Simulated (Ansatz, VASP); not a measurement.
**MoS2 in VASP and in Ansatz**

```
Mo S
1.0
     1.57607    0.90994    6.41662
    -1.57607    0.90994    6.41662
     0.00000   -1.81989    6.41662
Mo S
1 2
Direct
  0.99978 0.99978 0.99978
  0.41293 0.41293 0.41293
  0.25330 0.25330 0.25330
```

Alike in both runs: task single point; functional PBE; k mesh 9 × 9 × 9; occupations gaussian, width 0.02 eV; no spin polarisation.

|  | VASP | Ansatz |
| --- | --- | --- |
| version | VASP 6.6.1 | Ansatz 0.2.0 |
| potentials or method | VASP PAW PBE potentials, release 64 (Mo_sv, S), cutoff 500 eV | all-electron LAPW, scalar-relativistic |

Ansatz gave:

- gap on the k mesh at the Fermi level (eV): 1.12
- least direct gap on the mesh (eV): 1.73

Task: Which values does VASP return?

Result: gap on the k mesh at the Fermi level (eV): 1.13; least direct gap on the mesh (eV): 1.73.

Ansatz ran all-electron here, and VASP with PAW potentials.
